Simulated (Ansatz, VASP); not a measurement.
# Sn: VASP beside Ansatz

Contents of INCAR:

```
SYSTEM = Sn
PREC = Accurate
ENCUT = 520
EDIFF = 1E-6
ISMEAR = -1
SIGMA = 0.1
LREAL = .False.
LASPH = .True.
NELM = 80
ALGO = Normal
ISIF = 2
LWAVE = .False.
LCHARG = .False.
GGA = PE
NBANDS = 21
```

File KPOINTS:

```
regular mesh
0
Gamma
  18 18 12
  0 0 0
```

Contents of POSCAR:

```
Sn
1.0
   -2.8531296302      2.8547344091      1.5362156091
    2.8547344091     -2.8531296302      1.5362156091
    2.8528771254      2.8528771254     -1.5332739617
Sn
2
Direct
    0.0000231878      0.9999768122      0.0000000000
    0.7499768122      0.2500231878      0.5000000000
```

Input for Ansatz:

```yaml
crystal:
  lattice:
    - [-2.8531296302, 2.8547344091, 1.5362156091]
    - [2.8547344091, -2.8531296302, 1.5362156091]
    - [2.8528771254, 2.8528771254, -1.5332739617]
  atoms:
    - { symbol: Sn, position: [2.31878e-05, 0.9999768122, 0.0] }
    - { symbol: Sn, position: [0.7499768122, 0.2500231878, 0.5] }
hamiltonian:
  xc: pbe
  pseudopotentials:
    kind: paw
    azcp:
      Sn: "pseudopotentials/Sn.paw.azcp"
basis:
  ecutwfc: 420
  fft_grid_basis: typed
kpoints:
  mp_grid: { grid: [18, 18, 12], shift: [0, 0, 0] }
magnetization:
  spin_polarized: false
scf:
  occupations: { method: fermi_dirac, width: 0.1 }
output:
  stress: true
```

Alike in both runs: task single point; functional PBE; k mesh 18 × 18 × 12; occupations fermi-dirac, width 0.1 eV; no spin polarisation.

```csv
,VASP,Ansatz
version,VASP 6.6.1,Ansatz 0.2.0
potentials or method,"VASP PAW PBE potentials, release 64 (Sn_d), cutoff 520 eV","plane waves (420 eV) with PAW, scalar-relativistic"
valence electrons in the cell,28,28
```

|  | VASP | Ansatz | Ansatz less VASP |
| --- | --- | --- | --- |
| pressure (GPa) | 8.1 | 8.2 | +0.09 |
| traceless stress, the component that is largest in VASP (GPa) | 0.32 | 0.31 | -0.006 |

The functional is the same, so the differences come from potentials, cutoffs and numerics.
